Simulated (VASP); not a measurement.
# Ge (P6_3/mmc) in VASP: a series of runs

Runs on Ge. Level: r2SCAN. Tasks: single point.

Everything below comes from runs of VASP 6.6.1. Logs are shortened: lines on timing, memory, paths and dates and some standing lists are left out, and cuts for length are marked.

## Step 1: The cell of the first run

The structure is hexagonal, space group P6_3/mmc (No. 194). The conventional cell has a = 3.998 Å, b = 3.998 Å, c = 6.599 Å, α = 90.00°, β = 90.00°, γ = 120.00°. Ge (site symmetry 3m) has 4 Ge at 2.45 to 2.47 Å within 3.2 Å.

This isn't the form of Ge at room conditions, which is diamond.

## Step 2: Single point, r2SCAN

POSCAR reads:

```
Ge
1.0
    3.9975860000      0.0000000000      0.0000000000
   -1.9987930000      3.4620110000      0.0000000000
    0.0000000000      0.0000000000      6.5993780000
Ge
4
Direct
    0.6666666667      0.3333333333      0.0629010000
    0.3333333333      0.6666666667      0.5629010000
    0.6666666667      0.3333333333      0.4370990000
    0.3333333333      0.6666666667      0.9370990000
```

INCAR.step1 reads:

```
SYSTEM = Ge
ALGO = Normal
EDIFF = 1E-5
ENCUT = 550
GGA = PE
GGA_COMPAT = .FALSE.
ISMEAR = -1
LASPH = .TRUE.
LCHARG = .FALSE.
LREAL = .FALSE.
LWAVE = .TRUE.
NBANDS = 36
NELM = 120
PREC = Accurate
SIGMA = 0.15
```

INCAR.step2 reads:

```
SYSTEM = Ge
ALGO = Normal
EDIFF = 1E-6
ENCUT = 550
GGA_COMPAT = .FALSE.
ISIF = 2
ISMEAR = -1
ISTART = 1
LASPH = .TRUE.
LCHARG = .FALSE.
LMIXTAU = .TRUE.
LREAL = .FALSE.
LWAVE = .FALSE.
METAGGA = R2SCAN
NBANDS = 36
NELM = 120
PREC = Accurate
SIGMA = 0.15
```

KPOINTS reads:

```
k-points
0
G
  10 10 6
  0 0 0
```

Potentials or basis: VASP PAW PBE potentials, release 64 (Ge_d).

The run is started by

```
cat potpaw_PBE.64/Ge_d/POTCAR > POTCAR
cp INCAR.step1 INCAR
mpirun -np 1 vasp_std > vasp.out
cp INCAR.step2 INCAR
mpirun -np 1 vasp_std > vasp.out
```

OUTCAR:

```text
SYSTEM = Ge
   EDIFF = 1E-6
   ENCUT = 550
   ISIF = 2
   ISMEAR = -1
   ISTART = 1
   LASPH = .TRUE.
   LREAL = .FALSE.
   METAGGA = R2SCAN
   NELM = 120
   PREC = Accurate

 ion  position               nearest neighbor table
   1  0.667  0.333  0.063-   4 2.45   4 2.45   4 2.45   3 2.47
   2  0.333  0.667  0.563-   3 2.45   3 2.45   3 2.45   4 2.47
   3  0.667  0.333  0.437-   2 2.45   2 2.45   2 2.45   1 2.47
   4  0.333  0.667  0.937-   1 2.45   1 2.45   1 2.45   2 2.47

  LATTYP: Found a hexagonal cell.
 ALAT       =     3.9975860000
 C/A-ratio  =     1.6508407824

  Lattice vectors:

 A1 = (   3.9975860000,   0.0000000000,   0.0000000000)
 A2 = (  -1.9987930000,   3.4620110000,   0.0000000000)
 A3 = (   0.0000000000,   0.0000000000,   6.5993780000)

Analysis of symmetry for initial positions (statically):
=====================================================================
 Subroutine PRICEL returns:
 Original cell was already a primitive cell.

 Routine SETGRP: Setting up the symmetry group for a
 hexagonal supercell.

 Subroutine GETGRP returns: Found 24 space group operations
 (whereof 12 operations were pure point group operations)
 out of a pool of 24 trial point group operations.

The static configuration has the point symmetry D_3d.
 The point group associated with its full space group is D_6h.

Analysis of symmetry for dynamics (positions and initial velocities):
=====================================================================
 Subroutine PRICEL returns:
 Original cell was already a primitive cell.

 Routine SETGRP: Setting up the symmetry group for a
 hexagonal supercell.

 Subroutine GETGRP returns: Found 24 space group operations
 (whereof 12 operations were pure point group operations)
 out of a pool of 24 trial point group operations.

The dynamic configuration has the point symmetry D_3d.
 The point group associated with its full space group is D_6h.

 Subroutine INISYM returns: Found 24 space group operations
 (whereof 12 operations are pure point group operations),
 and found     1 'primitive' translations

----------------------------------------------------------------------------------------

                                     Primitive cell

  volume of cell :      91.3333

  direct lattice vectors                    reciprocal lattice vectors
     3.997586000  0.000000000  0.000000000     0.250150966  0.144424729  0.000000000
    -1.998793000  3.462011000  0.000000000     0.000000000  0.288849458  0.000000000
     0.000000000  0.000000000  6.599378000     0.000000000  0.000000000  0.151529432

  length of vectors
     3.997586000  3.997585974  6.599378000     0.288849456  0.288849458  0.151529432

  position of ions in fractional coordinates (direct lattice)
     0.666666667  0.333333333  0.062901000
     0.333333333  0.666666667  0.562901000
     0.666666667  0.333333333  0.437099000
     0.333333333  0.666666667  0.937099000

  ion indices of the primitive-cell ions
   primitive index   ion index
                 1           1
                 2           2
                 3           3
                 4           4

----------------------------------------------------------------------------------------

 KPOINTS: k-points

Automatic generation of k-mesh.
 Grid dimensions read from file:
 generate k-points for:   10   10    6

 Generating k-lattice:

  Cartesian coordinates                     Fractional coordinates (reciprocal lattice)
     0.025015097  0.014442473  0.000000000     0.100000000  0.000000000  0.000000000
     0.000000000  0.028884946  0.000000000     0.000000000  0.100000000  0.000000000
     0.000000000  0.000000000  0.025254905     0.000000000  0.000000000  0.166666667

  Length of vectors
     0.028884946  0.028884946  0.025254905

  Shift w.r.t. Gamma in fractional coordinates (k-lattice)
     0.000000000  0.000000000  0.000000000

 Subroutine IBZKPT returns following result:
 ===========================================

 Found     56 irreducible k-points:

 Following reciprocal coordinates:
            Coordinates               Weight
  0.000000  0.000000  0.000000      1.000000
  0.100000  0.000000  0.000000      6.000000
  0.200000  0.000000  0.000000      6.000000
  0.300000  0.000000  0.000000      6.000000
  0.400000  0.000000  0.000000      6.000000
  0.500000  0.000000  0.000000      3.000000
[... 16 lines left out ...]
  0.300000  0.100000  0.166667     24.000000
  0.400000  0.100000  0.166667     24.000000
 [... further k-points ...]
   k-points           NKPTS =     56   k-points in BZ     NKDIM =     56   number of bands    NBANDS=     36
   number of dos      NEDOS =    301   number of ions     NIONS =      4
   total plane-waves  NPLWV =  51200
   dimension x,y,z NGX =    32 NGY =   32 NGZ =   50
   dimension x,y,z NGXF=    64 NGYF=   64 NGZF=  100
   ions per type =               4
   NGX,Y,Z   is equivalent  to a cutoff of  13.31, 13.31, 12.60 a.u.
   NGXF,Y,Z  is equivalent  to a cutoff of  26.62, 26.62, 25.19 a.u.
 SYSTEM =  Ge
   PREC   = accura    normal or accurate (medium, high low for compatibility)
   ISTART =      1    job   : 0-new  1-cont  2-samecut
   ICHARG =      0    charge: 1-file 2-atom 10-const
   ISPIN  =      1    spin polarized calculation?
   LNONCOLLINEAR =      F non collinear calculations
   LSORBIT =      F    spin-orbit coupling
   LASPH  =      T    aspherical Exc in radial PAW
   ENCUT  =  550.0 eV  40.42 Ry    6.36 a.u.   7.64  7.64 12.62*2*pi/ulx,y,z
   NELM   =    120;   NELMIN=  2; NELMDL=  0     # of ELM steps
   EDIFF  = 0.1E-05   stopping-criterion for ELM
   LREAL  =      F    real-space projection
   EDIFFG = 0.1E-04   stopping-criterion for IOM
   NSW    =      0    number of steps for IOM
   IBRION =     -1    ionic relax: 0-MD 1-quasi-New 2-CG
   NFREE  =      0    steps in history (QN), initial steepest desc. (CG)
   ISIF   =      2    stress and relaxation
   ISYM   =      2    0-nonsym 1-usesym 2-fastsym
   POTIM  = 0.5000    time-step for ionic-motion
   TEBEG  =    0.0;   TEEND  =   0.0 temperature during run
   PSTRESS=    0.0 pullay stress
   NELECT =      56.0000    total number of electrons
   NUPDOWN=      -1.0000    fix difference up-down
   EMIN   =  10.00;   EMAX   =-10.00  energy-range for DOS
   EFERMI =   0.00;   METHOD = LEGACY
   ISMEAR =    -1;   SIGMA  =   0.15  broadening in eV -4-tet -1-fermi 0-gaus
   EFERMI_NEDOS =   21; number of points for ismear=-14 and -15
   IALGO  =     38    algorithm
   IMIX   =      4    mixing-type and parameters
     AMIX     =   0.40;   BMIX     =  1.00
     AMIX_MAG =   1.60;   BMIX_MAG =  1.00
  volume/ion in A,a.u.               =      22.83       154.09
  Fermi-wavevector in a.u.,A,eV,Ry     =   1.390788  2.628209 26.317649  1.934293
  Thomas-Fermi vector in A             =   2.514690
   LORBIT       =      0    0 simple, 1 ext, 2 COOP (PROOUT), +10 PAW based schemes
   METAGGA = R2SCAN    functional components
   LHFCALC =     F    Hartree Fock is set to
   AEXX    =    0.0000 exact exchange contribution
   IVDW    =     0    specifies the selected vdW correction
   LEPSILON=     F    determine dielectric tensor
   LRPA    =     F    only Hartree local field effects (RPA)
 non-spin polarized calculation
  energy-cutoff  :      550.00
  volume of cell :       91.33
 maximum number of plane-waves:      2702
 NGX is ok and might be reduce to    32
   NGX = 15   NGY = 15   NGZ = 25

 number of electron      55.9999979 magnetization

 Free energy of the ion-electron system (eV)
  ---------------------------------------------------
  ext. energy  EPLUGINS =         0.00000000
  ---------------------------------------------------
  free energy    TOTEN  =       -55.42251444 eV

  energy without entropy =      -55.40954188  energy(sigma->0) =      -55.41602816

 E-fermi :   4.9182     XC(G=0): -10.7708

 val. band max:        4.8927687084   @ k =   0.0000   0.0000   0.0000
 cond. band min:       4.9579124315   @ k =   0.0000   0.0000   0.0000
 fundamental gap:      0.0651437231
 Fermi energy:         4.9182341017

 k-point     1 :       0.0000    0.0000    0.0000
  band No.  band energies     occupation
      1     -20.8042      2.00000
      2     -20.8042      2.00000
      3     -20.7643      2.00000
      4     -20.7640      2.00000
      5     -20.7640      2.00000
      6     -20.7510      2.00000
[... 28 lines left out ...]
     35       9.5940      0.00000
     36      11.4752      0.00000

 k-point     2 :       0.1000    0.0000    0.0000
  band No.  band energies     occupation
      1     -20.8108      2.00000
      2     -20.8063      2.00000
      3     -20.7708      2.00000
      4     -20.7677      2.00000
      5     -20.7641      2.00000
      6     -20.7429      2.00000
[... 28 lines left out ...]
     35      10.0569      0.00000
     36      11.6378      0.00000

 k-point     3 :       0.2000    0.0000    0.0000
  band No.  band energies     occupation
      1     -20.8201      2.00000
      2     -20.8102      2.00000
      3     -20.7820      2.00000
      4     -20.7750      2.00000
      5     -20.7621      2.00000
      6     -20.7320      2.00000
[... 28 lines left out ...]
     35      10.7819      0.00000
     36      11.2134      0.00000

 k-point     4 :       0.3000    0.0000    0.0000
  band No.  band energies     occupation
      1     -20.8242      2.00000
      2     -20.8128      2.00000
      3     -20.7934      2.00000
      4     -20.7812      2.00000
      5     -20.7554      2.00000
      6     -20.7246      2.00000
[... 28 lines left out ...]
     35      12.1896      0.00000
     36      12.3040      0.00000

 k-point     5 :       0.4000    0.0000    0.0000
  band No.  band energies     occupation
      1     -20.8223      2.00000
      2     -20.8137      2.00000
      3     -20.8037      2.00000
      4     -20.7849      2.00000
      5     -20.7449      2.00000
      6     -20.7208      2.00000
[... 655 lines left out ...]
 k-point    22 :       0.2000    0.1000    0.1667
  band No.  band energies     occupation
      1     -20.8194      2.00000
      2     -20.8135      2.00000
      3     -20.7861      2.00000
      4     -20.7855      2.00000
      5     -20.7578      2.00000
      6     -20.7275      2.00000
[... 28 lines left out ...]
     35      11.4057      0.00000
     36      12.0014      0.00000

 k-point    23 :       0.3000    0.1000    0.1667
  band No.  band energies     occupation
      1     -20.8204      2.00000
      2     -20.8154      2.00000
      3     -20.7961      2.00000
      4     -20.7918      2.00000
      5     -20.7459      2.00000
      6     -20.7168      2.00000
[... 28 lines left out ...]
     35      12.0095      0.00000
     36      12.3720      0.00000

 k-point    24 :       0.4000    0.1000    0.1667
  band No.  band energies     occupation
      1     -20.8180      2.00000
      2     -20.8150      2.00000
      3     -20.8051      2.00000
      4     -20.7948      2.00000
      5     -20.7333      2.00000
      6     -20.7091      2.00000
[... 28 lines left out ...]
     35      13.3980      0.00000
     36      13.7140      0.00000

 [... further k-points ...]
[... 5 lines left out ...]
  --------------------------------------------------------------------------------------
  -------------------------------------------------------------------------------------
  Total        0.0331224      0.0331224      0.0975239      0.0000000     -0.0000000      0.0000000
  in kB        0.5810359      0.5810358      1.7107733      0.0000000     -0.0000000      0.0000000
  external PRESSURE =       0.9576150 kB  Pullay stress =       0.0000000 kB

 VOLUME and BASIS-vectors are now :
 -----------------------------------------------------------------------------
  energy-cutoff  :      550.00
  volume of cell :       91.33
      direct lattice vectors                 reciprocal lattice vectors
     3.997586000  0.000000000  0.000000000     0.250150966  0.144424729  0.000000000
    -1.998793000  3.462011000  0.000000000     0.000000000  0.288849458  0.000000000
     0.000000000  0.000000000  6.599378000     0.000000000  0.000000000  0.151529432

 POSITION                                       TOTAL-FORCE (eV/Angst)
 -----------------------------------------------------------------------------------
      1.99879      1.15400      0.41511        -0.000000     -0.000000      0.012300
     -0.00000      2.30801      3.71480        -0.000000     -0.000000      0.012300
      1.99879      1.15400      2.88458         0.000000      0.000000     -0.012300
     -0.00000      2.30801      6.18427         0.000000      0.000000     -0.012300
 -----------------------------------------------------------------------------------
    total drift:                                0.000000     -0.000000      0.000000

  FREE ENERGIE OF THE ION-ELECTRON SYSTEM (eV)
  ---------------------------------------------------
  free  energy   TOTEN  =       -55.4225144404 eV

  energy  without entropy=      -55.4095418819  energy(sigma->0) =      -55.41602816
```

It took 9.4 min on 1 thread of Oxide Virtual Turin-like, shared host; peak memory 0.28 GiB.

Results:

```yaml
Free_energy: -55.4225 eV
Pressure: 0.1 GPa
Largest_force: 0.012 eV/Å
Band_gap_on_the_k_mesh: 0.07 eV
```

Forces on the atoms (eV/Å):
```
Ge   0.000  0.000  0.012
Ge   0.000  0.000  0.012
Ge   0.000  0.000 -0.012
Ge   0.000  0.000 -0.012
```

Caveat: the PAW data sets were made with another functional, which shifts forces and pressure a little. A k mesh can miss the band edges.

(Part 1 of 2 ends here.)

The gap in the log of VASP goes by the Fermi energy; the results here count the filled bands.